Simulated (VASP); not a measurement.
# Si8BMo4 (a cell with a defect) in VASP: notebook

Si8BMo4 (a cell with a defect) is run at these levels: PBE; tasks: single point.

All numbers are computed with VASP 6.6.1; they aren't measurements. Logs are shortened: lines on timing, memory, paths and dates and some standing lists are left out, and cuts for length are marked.

### 1 The cell of the first run

The cell holds a defect, 13 atoms: a = 4.549 Å, b = 4.549 Å, c = 7.873 Å, α = 90.00°, β = 90.00°, γ = 90.00°.

### 2 Single point, PBE

Input file INCAR:

```
SYSTEM = Si8BMo4
PREC = Accurate
ENCUT = 520
EDIFF = 1E-7
ISMEAR = 1
SIGMA = 0.1
LREAL = .False.
LASPH = .True.
NELM = 60
ALGO = Normal
ISIF = 2
LWAVE = .False.
LCHARG = .True.
GGA = PE
LELF = .True.
LVHAR = .True.
NBANDS = 58
```

Input file KPOINTS:

```
Automatic mesh
0
Gamma
  4 4 3
  0 0 0
```

Input file POSCAR:

```
Si8BMo4
1.0
    3.2169367600      3.2169367600      0.0000000000
   -3.2169367600      3.2169367600      0.0000000000
    0.0000000000      0.0000000000      7.8733419900
Si Mo B
8 4 1
Direct
   -0.0020371413     -0.0015632669      0.6704265371
   -0.0304908835      0.5314870713      0.1551437411
    0.5310176804     -0.0300086372      0.1551486288
    0.5025596283      0.5030171073      0.6704171722
   -0.0304890019     -0.0300311376      0.3443227700
   -0.0020158583      0.5030197013      0.8290439725
    0.5025358545     -0.0015521431      0.8290366148
    0.5310216944      0.5314919316      0.3443085873
   -0.0008176647     -0.0003267482     -0.0019938308
   -0.0008150179      0.5017992201      0.5014589973
    0.5013317096     -0.0003474604      0.5014595173
    0.5013359000      0.5018191124     -0.0019984361
    0.2502550298      0.2507345708      0.2497346133
```

Potentials or basis: VASP PAW PBE potentials, release 64 (Si, Mo_sv, B).

Run with:

```console
$ cat potpaw_PBE.64/Si/POTCAR potpaw_PBE.64/Mo_sv/POTCAR potpaw_PBE.64/B/POTCAR > POTCAR
$ mpirun -np 1 vasp_std > vasp.out
```

OUTCAR:

```text
SYSTEM = Si8BMo4
   PREC = Accurate
   ENCUT = 520
   EDIFF = 1E-7
   ISMEAR = 1
   LREAL = .False.
   LASPH = .True.
   NELM = 60
   ISIF = 2
   GGA = PE

 ion  position               nearest neighbor table
   1  0.998  0.998  0.670-   5 2.57   6 2.58   7 2.58   9 2.58   7 2.61   6 2.61  11 2.62  10 2.62
                            10 2.65  11 2.65
   2  0.970  0.531  0.155-  13 1.95  12 2.47   9 2.47   8 2.49   5 2.49   6 2.57   9 2.72  12 2.72
                            10 2.73   3 2.82   8 2.96   5 2.96
   3  0.531  0.970  0.155-  13 1.95   9 2.47  12 2.47   8 2.49   5 2.49   7 2.57  12 2.72   9 2.72
                            11 2.73   2 2.82   8 2.96   5 2.96
   4  0.503  0.503  0.670-   8 2.57   7 2.58   6 2.58  12 2.58   7 2.61   6 2.61  10 2.62  11 2.62
                            11 2.65  10 2.65
   5  0.970  0.970  0.344-  13 1.95  10 2.47  11 2.47   2 2.49   3 2.49   1 2.57  11 2.72  10 2.72
                             9 2.73   8 2.82   3 2.96   2 2.96
   6  0.998  0.503  0.829-   2 2.57   1 2.58   4 2.58  10 2.58   1 2.61   4 2.61  12 2.62   9 2.62
                             9 2.65  12 2.65
   7  0.503  0.998  0.829-   3 2.57   1 2.58   4 2.58  11 2.58   1 2.61   4 2.61  12 2.62   9 2.62
                             9 2.65  12 2.65
   8  0.531  0.531  0.344-  13 1.95  11 2.47  10 2.47   2 2.49   3 2.49   4 2.57  10 2.72  11 2.72
                            12 2.73   5 2.82   3 2.96   2 2.96
   9  0.999  1.000  0.998-   3 2.47   2 2.47  13 2.56   1 2.58   6 2.62   7 2.62   6 2.65   7 2.65
                             2 2.72   3 2.72   5 2.73  12 3.20  12 3.22  12 3.22  12 3.23
  10  0.999  0.502  0.501-   5 2.47   8 2.47  13 2.56   6 2.58   4 2.62   1 2.62   1 2.65   4 2.65
                             5 2.72   8 2.72   2 2.73  11 3.20  11 3.22  11 3.22  11 3.23
  11  0.501  1.000  0.501-   8 2.47   5 2.47  13 2.56   7 2.58   4 2.62   1 2.62   4 2.65   1 2.65
                             5 2.72   8 2.72   3 2.73  10 3.20  10 3.22  10 3.22  10 3.23
  12  0.501  0.502  0.998-   2 2.47   3 2.47  13 2.56   4 2.58   7 2.62   6 2.62   6 2.65   7 2.65
                             2 2.72   3 2.72   8 2.73   9 3.20   9 3.22   9 3.22   9 3.23
  13  0.250  0.251  0.250-   2 1.95   3 1.95   8 1.95   5 1.95  10 2.56   9 2.56  11 2.56  12 2.56

  LATTYP: Found a simple tetragonal cell.
 ALAT       =     4.5494355953
 C/A-ratio  =     1.7306195076

  Lattice vectors:

 A1 = (   3.2169367600,   3.2169367600,   0.0000000000)
 A2 = (  -3.2169367600,   3.2169367600,   0.0000000000)
 A3 = (   0.0000000000,   0.0000000000,   7.8733419900)

Analysis of symmetry for initial positions (statically):
=====================================================================
 Subroutine PRICEL returns:
 Original cell was already a primitive cell.

 Routine SETGRP: Setting up the symmetry group for a
 simple tetragonal supercell.

 Subroutine GETGRP returns: Found  1 space group operations
 (whereof  1 operations were pure point group operations)
 out of a pool of 16 trial point group operations.

The static configuration has the point symmetry C_1 .

Analysis of symmetry for dynamics (positions and initial velocities):
=====================================================================
 Subroutine PRICEL returns:
 Original cell was already a primitive cell.

 Routine SETGRP: Setting up the symmetry group for a
 simple tetragonal supercell.

 Subroutine GETGRP returns: Found  1 space group operations
 (whereof  1 operations were pure point group operations)
 out of a pool of 16 trial point group operations.

The dynamic configuration has the point symmetry C_1 .

 Subroutine INISYM returns: Found  1 space group operations
 (whereof  1 operations are pure point group operations),
 and found     1 'primitive' translations

----------------------------------------------------------------------------------------

                                     Primitive cell

  volume of cell :     162.9574

  direct lattice vectors                    reciprocal lattice vectors
     3.216936760  3.216936760  0.000000000     0.155427364  0.155427364  0.000000000
    -3.216936760  3.216936760  0.000000000    -0.155427364  0.155427364  0.000000000
     0.000000000  0.000000000  7.873341990     0.000000000  0.000000000  0.127010868

  length of vectors
     4.549435595  4.549435595  7.873341990     0.219807486  0.219807486  0.127010868

  position of ions in fractional coordinates (direct lattice)
     0.997962859  0.998436733  0.670426537
     0.969509116  0.531487071  0.155143741
     0.531017680  0.969991363  0.155148629
     0.502559628  0.503017107  0.670417172
     0.969510998  0.969968862  0.344322770
     0.997984142  0.503019701  0.829043973
     0.502535855  0.998447857  0.829036615
     0.531021694  0.531491932  0.344308587
     0.999182335  0.999673252  0.998006169
     0.999184982  0.501799220  0.501458997
     0.501331710  0.999652540  0.501459517
     0.501335900  0.501819112  0.998001564
     0.250255030  0.250734571  0.249734613

  ion indices of the primitive-cell ions
   primitive index   ion index
                 1           1
                 2           2
                 3           3
                 4           4
                 5           5
                 6           6
                 7           7
                 8           8
                 9           9
                10          10
                11          11
                12          12
                13          13

----------------------------------------------------------------------------------------

 KPOINTS: Automatic mesh

Automatic generation of k-mesh.
 Grid dimensions read from file:
 generate k-points for:    4    4    3

 Generating k-lattice:

  Cartesian coordinates                     Fractional coordinates (reciprocal lattice)
     0.038856841  0.038856841  0.000000000     0.250000000  0.000000000  0.000000000
    -0.038856841  0.038856841  0.000000000     0.000000000  0.250000000  0.000000000
     0.000000000  0.000000000  0.042336956     0.000000000  0.000000000  0.333333333

  Length of vectors
     0.054951871  0.054951871  0.042336956

  Shift w.r.t. Gamma in fractional coordinates (k-lattice)
     0.000000000  0.000000000  0.000000000

 Subroutine IBZKPT returns following result:
 ===========================================

 Found     26 irreducible k-points:

 Following reciprocal coordinates:
            Coordinates               Weight
  0.000000  0.000000  0.000000      1.000000
  0.250000  0.000000  0.000000      2.000000
  0.000000  0.250000  0.000000      2.000000
  0.500000  0.000000  0.000000      1.000000
  0.000000  0.500000  0.000000      1.000000
  0.250000  0.250000  0.000000      2.000000
[... 16 lines left out ...]
 -0.250000  0.500000  0.333333      2.000000
  0.500000 -0.250000  0.333333      2.000000
 [... further k-points ...]
   k-points           NKPTS =     26   k-points in BZ     NKDIM =     26   number of bands    NBANDS=     58
   number of dos      NEDOS =    301   number of ions     NIONS =     13
   total plane-waves  NPLWV =  77760
   dimension x,y,z NGX =    36 NGY =   36 NGZ =   60
   dimension x,y,z NGXF=    72 NGYF=   72 NGZF=  120
   ions per type =               8   4   1
   NGX,Y,Z   is equivalent  to a cutoff of  13.16, 13.16, 12.67 a.u.
   NGXF,Y,Z  is equivalent  to a cutoff of  26.31, 26.31, 25.34 a.u.
 SYSTEM =  Si8BMo4
   PREC   = accura    normal or accurate (medium, high low for compatibility)
   ISTART =      0    job   : 0-new  1-cont  2-samecut
   ICHARG =      2    charge: 1-file 2-atom 10-const
   ISPIN  =      1    spin polarized calculation?
   LNONCOLLINEAR =      F non collinear calculations
   LSORBIT =      F    spin-orbit coupling
   LASPH  =      T    aspherical Exc in radial PAW
   ENCUT  =  520.0 eV  38.22 Ry    6.18 a.u.   8.46  8.46 14.64*2*pi/ulx,y,z
   NELM   =     60;   NELMIN=  2; NELMDL= -5     # of ELM steps
   EDIFF  = 0.1E-06   stopping-criterion for ELM
   LREAL  =      F    real-space projection
   EDIFFG = 0.1E-05   stopping-criterion for IOM
   NSW    =      0    number of steps for IOM
   IBRION =     -1    ionic relax: 0-MD 1-quasi-New 2-CG
   NFREE  =      0    steps in history (QN), initial steepest desc. (CG)
   ISIF   =      2    stress and relaxation
   ISYM   =      2    0-nonsym 1-usesym 2-fastsym
   POTIM  = 0.5000    time-step for ionic-motion
   TEBEG  =    0.0;   TEEND  =   0.0 temperature during run
   PSTRESS=    0.0 pullay stress
   NELECT =      91.0000    total number of electrons
   NUPDOWN=      -1.0000    fix difference up-down
   EMIN   =  10.00;   EMAX   =-10.00  energy-range for DOS
   EFERMI =   0.00;   METHOD = LEGACY
   ISMEAR =     1;   SIGMA  =   0.10  broadening in eV -4-tet -1-fermi 0-gaus
   EFERMI_NEDOS =   21; number of points for ismear=-14 and -15
   IALGO  =     38    algorithm
   IMIX   =      4    mixing-type and parameters
     AMIX     =   0.40;   BMIX     =  1.00
     AMIX_MAG =   1.60;   BMIX_MAG =  1.00
  volume/ion in A,a.u.               =      12.54        84.59
  Fermi-wavevector in a.u.,A,eV,Ry     =   1.348126  2.547589 24.727833  1.817444
  Thomas-Fermi vector in A             =   2.475821
   LORBIT       =      0    0 simple, 1 ext, 2 COOP (PROOUT), +10 PAW based schemes
   GGA     = PE    functional components
   LHFCALC =     F    Hartree Fock is set to
   AEXX    =    0.0000 exact exchange contribution
   IVDW    =     0    specifies the selected vdW correction
   LEPSILON=     F    determine dielectric tensor
   LRPA    =     F    only Hartree local field effects (RPA)
 non-spin polarized calculation
 Methfessel and Paxton  Order N= 1 SIGMA  =   0.10
  energy-cutoff  :      520.00
  volume of cell :      162.96
 maximum number of plane-waves:      4399
 NGX is ok and might be reduce to    36
   NGX = 17   NGY = 17   NGZ = 29

 number of electron      91.0000010 magnetization

 Free energy of the ion-electron system (eV)
  ---------------------------------------------------
  ext. energy  EPLUGINS =         0.00000000
  ---------------------------------------------------
  free energy    TOTEN  =       -96.68852764 eV

  energy without entropy =      -96.68780468  energy(sigma->0) =      -96.68828665

 E-fermi :  13.1303     XC(G=0): -12.5384

 val. band max:       13.0764913778   @ k =   0.0000   0.2500   0.0000
 cond. band min:      13.1575781672   @ k =   0.0000   0.5000   0.3333
 fundamental gap:      0.0810867894
 Fermi energy:        13.1302536603

 k-point     1 :       0.0000    0.0000    0.0000
  band No.  band energies     occupation
      1     -48.2158      2.00000
      2     -48.2153      2.00000
      3     -48.1816      2.00000
      4     -48.1816      2.00000
      5     -22.5493      2.00000
      6     -22.5456      2.00000
[... 49 lines left out ...]
     56      15.7903      0.00000
     57      15.9096      0.00000

 k-point     2 :       0.2500    0.0000    0.0000
  band No.  band energies     occupation
      1     -48.2108      2.00000
      2     -48.2103      2.00000
      3     -48.1865      2.00000
      4     -48.1864      2.00000
      5     -22.5206      2.00000
      6     -22.5174      2.00000
[... 49 lines left out ...]
     56      15.8193      0.00000
     57      15.9971      0.00000
[... 1258 lines left out ...]
     56      15.9108      0.00000
     57      16.2578      0.00000

 k-point    24 :       0.5000   -0.2500    0.3333
  band No.  band energies     occupation
      1     -48.1990      2.00000
      2     -48.1989      2.00000
      3     -48.1979      2.00000
      4     -48.1978      2.00000
      5     -22.5448      2.00000
      6     -22.5444      2.00000
[... 49 lines left out ...]
     56      15.9108      0.00000
     57      16.2578      0.00000

 [... further k-points ...]

 [bands above 57 left out]

------------------------ aborting loop because EDIFF is reached ----------------------------------------

  FORCE on cell =-STRESS in cart. coord.  units (eV):
  Direction    XX          YY          ZZ          XY          YZ          ZX
  --------------------------------------------------------------------------------------
  -------------------------------------------------------------------------------------
  Total       12.6250592     12.6244000     10.0850162      0.0000358     -0.0014227      0.0005628
  in kB      124.1280252    124.1215439     99.1546359      0.0003518     -0.0139878      0.0055338
  external PRESSURE =     115.8014017 kB  Pullay stress =       0.0000000 kB

 VOLUME and BASIS-vectors are now :
 -----------------------------------------------------------------------------
  energy-cutoff  :      520.00
  volume of cell :      162.96
      direct lattice vectors                 reciprocal lattice vectors
     3.216936760  3.216936760  0.000000000     0.155427364  0.155427364  0.000000000
    -3.216936760  3.216936760  0.000000000    -0.155427364  0.155427364  0.000000000
     0.000000000  0.000000000  7.873341990     0.000000000  0.000000000  0.127010868

 POSITION                                       TOTAL-FORCE (eV/Angst)
 -----------------------------------------------------------------------------------
     -0.00152      6.42229      5.27850        -0.000021     -0.000976      0.005035
      1.40909      4.82861      1.22150         0.001204      0.000200      0.010816
     -1.41215      4.82865      1.22154        -0.001460     -0.000234      0.010665
     -0.00147      3.23488      5.27842        -0.000264      0.001150      0.005532
     -0.00147      6.23918      2.71097        -0.000351      0.001823     -0.011153
      1.59227      4.82863      6.52735        -0.001657     -0.000118     -0.005619
     -1.59532      4.82857      6.52729         0.001502      0.000269     -0.004760
     -0.00151      3.41804      2.71086        -0.000030     -0.002089     -0.010693
     -0.00158      6.43019      7.85764         0.000614      0.004139     -0.001688
      1.60006      4.82857      3.94816         0.004659      0.000053      0.001704
     -1.60307      4.82857      3.94816        -0.004599      0.000215      0.001569
     -0.00155      3.22709      7.85761         0.000218     -0.004591     -0.001561
     -0.00154      1.61165      1.96625         0.000184      0.000160      0.000154
 -----------------------------------------------------------------------------------
    total drift:                                0.000058     -0.000105     -0.000019

  FREE ENERGIE OF THE ION-ELECTRON SYSTEM (eV)
  ---------------------------------------------------
  free  energy   TOTEN  =       -96.6885276400 eV

  energy  without entropy=      -96.6878046817  energy(sigma->0) =      -96.68828665
```

Run time: 7.2 min. Hardware: 1 thread of Intel Xeon 8259CL, shared host; peak memory 0.38 GiB.

What came out:

| Property | Result |
| --- | --- |
| Free energy | -96.6885 eV |
| Pressure | 11.6 GPa |
| Largest force | 0.011 eV/Å |
| Band gap on the k mesh | zero (an odd number of electrons rules out a gap without spin polarisation) |

Forces on the atoms (eV/Å):
```
Si   0.000 -0.001  0.005
Si   0.001  0.000  0.011
Si  -0.001  0.000  0.011
Si   0.000  0.001  0.006
Si   0.000  0.002 -0.011
Si  -0.002  0.000 -0.006
Si   0.002  0.000 -0.005
Si   0.000 -0.002 -0.011
Mo   0.001  0.004 -0.002
Mo   0.005  0.000  0.002
Mo  -0.005  0.000  0.002
Mo   0.000 -0.005 -0.002
B    0.000  0.000  0.000
```

[end of part 1 of 2]

The gap in the log of VASP goes by the Fermi energy; the results here count the filled bands.